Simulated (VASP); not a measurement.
# ScSb3S (Pm-3m) in VASP: further runs

Runs on ScSb3S. Level: PBE. Tasks: single point, relaxation of cell and atoms.

All numbers are computed with VASP 6.6.1; they aren't measurements. Logs are shortened: lines on timing, memory, paths and dates and some standing lists are left out, and cuts for length are marked.

## (1) The cell of the first run

Symmetry: Pm-3m, No. 221, cubic system. The conventional cell has a = 5.417 Å, b = 5.417 Å, c = 5.417 Å, α = 90.00°, β = 90.00°, γ = 90.00°. Within 3.6 Å of Sc (site symmetry m-3m) lie 6 Sb at 2.71 Å. Sb (site symmetry 4/mmm) has 2 Sc at 2.71 Å within 3.6 Å. Within 5.0 Å of S (site symmetry m-3m) lie 12 Sb at 3.83 Å and 8 Sc at 4.69 Å.

## (2) Single point, PBE

The input, INCAR:

```
SYSTEM = ScSb3S
PREC = Accurate
ENCUT = 520
EDIFF = 1E-6
ISMEAR = 0
SIGMA = 0.1
LREAL = .False.
LASPH = .True.
NELM = 100
ALGO = Normal
ISIF = 2
LWAVE = .False.
LCHARG = .False.
GGA = PE
NBANDS = 24
```

The input, KPOINTS:

```
Automatic mesh
0
Gamma
  4 4 4
  0 0 0
```

The input, POSCAR:

```
ScSb3S
1.0
    5.4170888244      0.0000000000      0.0000000000
    0.0000000000      5.4170888244      0.0000000000
    0.0000000000      0.0000000000      5.4170888244
Sc Sb S
1 3 1
Direct
    0.5000000000      0.5000000000      0.5000000000
    0.0000000000      0.5000000000      0.5000000000
    0.5000000000      0.0000000000      0.5000000000
    0.5000000000      0.5000000000      0.0000000000
    0.0000000000      0.0000000000      0.0000000000
```

Potentials or basis: VASP PAW PBE potentials, release 64 (Sc_sv, Sb, S).

Started as:

```
cat potpaw_PBE.64/Sc_sv/POTCAR potpaw_PBE.64/Sb/POTCAR potpaw_PBE.64/S/POTCAR > POTCAR
mpirun -np 1 vasp_std > vasp.out
```

OUTCAR:

```text
SYSTEM = ScSb3S
   PREC = Accurate
   ENCUT = 520
   EDIFF = 1E-6
   ISMEAR = 0
   LREAL = .False.
   LASPH = .True.
   NELM = 100
   ISIF = 2
   GGA = PE

 ion  position               nearest neighbor table
   1  0.500  0.500  0.500-   2 2.71   3 2.71   4 2.71   4 2.71   3 2.71   2 2.71
   2  0.000  0.500  0.500-   1 2.71   1 2.71
   3  0.500  0.000  0.500-   1 2.71   1 2.71
   4  0.500  0.500  0.000-   1 2.71   1 2.71
   5  0.000  0.000  0.000-

  LATTYP: Found a simple cubic cell.
 ALAT       =     5.4170888244

  Lattice vectors:

 A1 = (   5.4170888244,   0.0000000000,   0.0000000000)
 A2 = (   0.0000000000,   5.4170888244,   0.0000000000)
 A3 = (   0.0000000000,   0.0000000000,   5.4170888244)

Analysis of symmetry for initial positions (statically):
=====================================================================
 Subroutine PRICEL returns:
 Original cell was already a primitive cell.

 Routine SETGRP: Setting up the symmetry group for a
 simple cubic supercell.

 Subroutine GETGRP returns: Found 48 space group operations
 (whereof 48 operations were pure point group operations)
 out of a pool of 48 trial point group operations.

The static configuration has the point symmetry O_h .

Analysis of symmetry for dynamics (positions and initial velocities):
=====================================================================
 Subroutine PRICEL returns:
 Original cell was already a primitive cell.

 Routine SETGRP: Setting up the symmetry group for a
 simple cubic supercell.

 Subroutine GETGRP returns: Found 48 space group operations
 (whereof 48 operations were pure point group operations)
 out of a pool of 48 trial point group operations.

The dynamic configuration has the point symmetry O_h .

 Subroutine INISYM returns: Found 48 space group operations
 (whereof 48 operations are pure point group operations),
 and found     1 'primitive' translations

----------------------------------------------------------------------------------------

                                     Primitive cell

  volume of cell :     158.9637

  direct lattice vectors                    reciprocal lattice vectors
     5.417088824  0.000000000  0.000000000     0.184600997  0.000000000  0.000000000
     0.000000000  5.417088824  0.000000000     0.000000000  0.184600997  0.000000000
     0.000000000  0.000000000  5.417088824     0.000000000  0.000000000  0.184600997

[... 73 lines left out ...]
   NELM   =    100;   NELMIN=  2; NELMDL= -5     # of ELM steps
   EDIFF  = 0.1E-05   stopping-criterion for ELM
   LREAL  =      F    real-space projection
   EDIFFG = 0.1E-04   stopping-criterion for IOM
   NSW    =      0    number of steps for IOM
   IBRION =     -1    ionic relax: 0-MD 1-quasi-New 2-CG
   NFREE  =      0    steps in history (QN), initial steepest desc. (CG)
   ISIF   =      2    stress and relaxation
   ISYM   =      2    0-nonsym 1-usesym 2-fastsym
   POTIM  = 0.5000    time-step for ionic-motion
   TEBEG  =    0.0;   TEEND  =   0.0 temperature during run
   PSTRESS=    0.0 pullay stress
   NELECT =      32.0000    total number of electrons
   NUPDOWN=      -1.0000    fix difference up-down
   EMIN   =  10.00;   EMAX   =-10.00  energy-range for DOS
   EFERMI =   0.00;   METHOD = LEGACY
   ISMEAR =     0;   SIGMA  =   0.10  broadening in eV -4-tet -1-fermi 0-gaus
   EFERMI_NEDOS =   21; number of points for ismear=-14 and -15
   IALGO  =     38    algorithm
   IMIX   =      4    mixing-type and parameters
     AMIX     =   0.40;   BMIX     =  1.00
     AMIX_MAG =   1.60;   BMIX_MAG =  1.00
  volume/ion in A,a.u.               =      31.79       214.55
  Fermi-wavevector in a.u.,A,eV,Ry     =   0.959457  1.813111 12.524949  0.920558
  Thomas-Fermi vector in A             =   2.088655
   LORBIT       =      0    0 simple, 1 ext, 2 COOP (PROOUT), +10 PAW based schemes
   GGA     = PE    functional components
   LHFCALC =     F    Hartree Fock is set to
   AEXX    =    0.0000 exact exchange contribution
   IVDW    =     0    specifies the selected vdW correction
   LEPSILON=     F    determine dielectric tensor
   LRPA    =     F    only Hartree local field effects (RPA)
 non-spin polarized calculation
 Gauss-broadening in eV      SIGMA  =   0.10
  energy-cutoff  :      520.00
  volume of cell :      158.96
 maximum number of plane-waves:      4337
   NGX = 21   NGY = 21   NGZ = 21

 number of electron      31.9999992 magnetization

 Free energy of the ion-electron system (eV)
  ---------------------------------------------------
  ext. energy  EPLUGINS =         0.00000000
  ---------------------------------------------------
  free energy    TOTEN  =       -20.34491715 eV

  energy without entropy =      -20.29201378  energy(sigma->0) =      -20.31846547

 E-fermi :   3.8309     XC(G=0):  -8.8765

 val. band max:        3.8258402319   @ k =   0.5000   0.2500   0.2500
 cond. band min:       3.8513423866   @ k =   0.5000   0.2500   0.0000
 fundamental gap:      0.0255021547
 Fermi energy:         3.8308554831

 k-point     1 :       0.0000    0.0000    0.0000
  band No.  band energies     occupation
      1     -44.5536      2.00000
      2     -23.3179      2.00000
      3     -23.3179      2.00000
      4     -23.3179      2.00000
      5      -7.3117      2.00000
      6      -5.8186      2.00000
[... 259 lines left out ...]
     23       7.6071      0.00000
     24       9.2337      0.00000

------------------------ aborting loop because EDIFF is reached ----------------------------------------

  FORCE on cell =-STRESS in cart. coord.  units (eV):
  Direction    XX          YY          ZZ          XY          YZ          ZX
  --------------------------------------------------------------------------------------
  -------------------------------------------------------------------------------------
  Total       -0.1602132     -0.1602132     -0.1602132      0.0000000      0.0000000     -0.0000000
  in kB       -1.6147708     -1.6147708     -1.6147708      0.0000000      0.0000000     -0.0000000
  external PRESSURE =      -1.6147708 kB  Pullay stress =       0.0000000 kB

 VOLUME and BASIS-vectors are now :
 -----------------------------------------------------------------------------
  energy-cutoff  :      520.00
  volume of cell :      158.96
      direct lattice vectors                 reciprocal lattice vectors
     5.417088824  0.000000000  0.000000000     0.184600997  0.000000000  0.000000000
     0.000000000  5.417088824  0.000000000     0.000000000  0.184600997  0.000000000
     0.000000000  0.000000000  5.417088824     0.000000000  0.000000000  0.184600997

 POSITION                                       TOTAL-FORCE (eV/Angst)
 -----------------------------------------------------------------------------------
      2.70854      2.70854      2.70854         0.000000      0.000000      0.000000
      0.00000      2.70854      2.70854         0.000000      0.000000      0.000000
      2.70854      0.00000      2.70854         0.000000      0.000000      0.000000
      2.70854      2.70854      0.00000         0.000000      0.000000      0.000000
      0.00000      0.00000      0.00000         0.000000      0.000000      0.000000
 -----------------------------------------------------------------------------------
    total drift:                                0.000000      0.000000     -0.000000

  FREE ENERGIE OF THE ION-ELECTRON SYSTEM (eV)
  ---------------------------------------------------
  free  energy   TOTEN  =       -20.3449171509 eV

  energy  without entropy=      -20.2920137829  energy(sigma->0) =      -20.31846547
```

stdout:

```text
POSCAR found type information on POSCAR ScSbS
 POSCAR found :  3 types and       5 ions
 scaLAPACK will be used
 LDA part: xc-table for (Slater+PW92), standard interpolation
 POSCAR, INCAR and KPOINTS ok, starting setup
 FFT: planning ... GRIDC
 FFT: planning ... GRID_SOFT
 FFT: planning ... GRID
 WAVECAR not read
 entering main loop
```

It took 19 s on 1 thread of AMD EPYC 9R45 (Zen 5), shared host; peak memory 0.23 GiB.

What came out:

- Free energy: -20.3449 eV
- Pressure: -0.2 GPa
- Band gap on the k mesh: zero (band 16 reaches 4.36 eV, above the bottom of band 17 at 2.79 eV)

Levels at points of the mesh, in eV from the Fermi level:
```
           k point  band 12  band 13  band 14  band 15  band 16  band 17  band 18  band 19  band 20  band 21
(0.00, 0.00, 0.00)    -0.45    -0.45    -0.45     0.52     0.52     0.52     1.57     1.57     1.57     2.29
(0.50, 0.00, 0.00)    -1.89    -1.89    -0.90    -0.44    -0.22     0.10     0.10     1.33     1.33     1.63
(0.50, 0.50, 0.00)    -1.71    -1.25    -1.08    -1.08    -1.07    -1.04     0.96     0.96     2.32     3.46
(0.50, 0.50, 0.50)    -3.36    -1.22    -1.22     0.17     0.17     0.17     2.40     2.40     2.40     3.78
```

Caveat: spin-orbit coupling is left out, which moves the levels of the heavy elements.

## (3) Single point, PBE

This run uses another cell than the first one, of 32.61 Å³/atom, 1.026 times its volume.

The input, INCAR:

```
SYSTEM = ScSb3S
PREC = Accurate ; ENCUT = 520
EDIFF = 1E-7 ; ISMEAR = 0
SIGMA = 0.1 ; LREAL = .False.
LASPH = .True. ; NELM = 100
ALGO = Normal ; ISIF = 2
LWAVE = .False. ; LCHARG = .True.
GGA = PE ; LELF = .True.
LVHAR = .True. ; NBANDS = 24
```

KPOINTS is that of step 2.

Edit POSCAR of step 2 so:

```diff
@@ -2,5 +2,5 @@
 1.0
-    5.4170888244      0.0000000000      0.0000000000
-    0.0000000000      5.4170888244      0.0000000000
-    0.0000000000      0.0000000000      5.4170888244
+    5.4629825800      0.0000000000      0.0000000000
+    0.0000000000      5.4629825800      0.0000000000
+    0.0000000000      0.0000000000      5.4629825800
 Sc Sb S
```

Potentials or basis: VASP PAW PBE potentials, release 64 (Sc_sv, Sb, S).

Started as:

```
cat potpaw_PBE.64/Sc_sv/POTCAR potpaw_PBE.64/Sb/POTCAR potpaw_PBE.64/S/POTCAR > POTCAR
mpirun -np 1 vasp_std > vasp.out
```

It took 26 s on 1 thread of AMD EPYC 9R45 (Zen 5), shared host; peak memory 0.24 GiB.

Results (log left out):

| Quantity | Value |
| --- | --- |
| Free energy | -20.3291 eV |
| Pressure | -1.1 GPa |
| Band gap on the k mesh | zero (band 16 reaches 4.12 eV, above the bottom of band 17 at 2.62 eV) |

Levels at points of the mesh, in eV from the Fermi level:
```tsv
k point	band 14	band 15	band 16	band 17	band 18	band 19
(0.00, 0.00, 0.00)	-0.46	0.51	0.51	0.51	1.57	1.57
(0.50, 0.00, 0.00)	-0.87	-0.46	-0.19	0.10	0.10	1.26
(0.50, 0.50, 0.00)	-1.08	-1.04	-1.04	-0.99	0.92	0.92
(0.50, 0.50, 0.50)	-1.21	0.17	0.17	0.17	2.31	2.31
```

Caveat: spin-orbit coupling is left out, which moves the levels of the heavy elements.

(Part 1 of 2 ends here.)
